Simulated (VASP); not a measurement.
Li: single point with PBE

Li:

```
Li
1.0
    -1.68000    1.68000    1.82000
     1.68000   -1.68000    1.82000
     1.68000    1.68000   -1.82000
Li
1
Direct
  0.00000 0.00000 0.00000
```

This cell differs from its parent crystal: strain -0.040 along x and y, +0.040 along z.

| Item | Value |
| --- | --- |
| Program | VASP 6.6.1 |
| Task | single point |
| Functional | PBE |
| Potentials or basis | VASP PAW PBE potentials, release 64 (Li_sv) |
| Cutoff | 520 eV |
| k mesh | 20 × 20 × 20 |
| Occupations | gaussian, width 0.15 eV |
| Spin | no spin polarisation |

The band gap on the k mesh is zero (an odd number of electrons rules out a gap without spin polarisation).

Levels at points of the mesh, in eV from the Fermi level:
```csv
k point,band 1,band 2,band 3,band 4,band 5,band 6,band 7
"(0.00, 0.00, 0.00)",-46.57,-3.55,14.23,14.50,14.50,18.65,18.65
"(0.50, 0.00, 0.00)",-46.55,0.13,3.07,10.65,12.21,14.06,17.18
"(0.50, 0.50, 0.00)",-46.55,0.50,3.53,9.61,10.78,12.57,16.45
"(0.50, 0.50, 0.50)",-46.54,4.36,6.07,6.07,7.07,8.28,13.54
```

Wall time 54 s on 1 thread of Intel(R) Xeon(R) Platinum 8259CL CPU @ 2.50GHz (Skylake/Cascade Lake), with other jobs on the host, peak memory 0.19 GiB.

Caveat: the cell differs from its parent crystal (strain -0.040 along x and y, +0.040 along z).
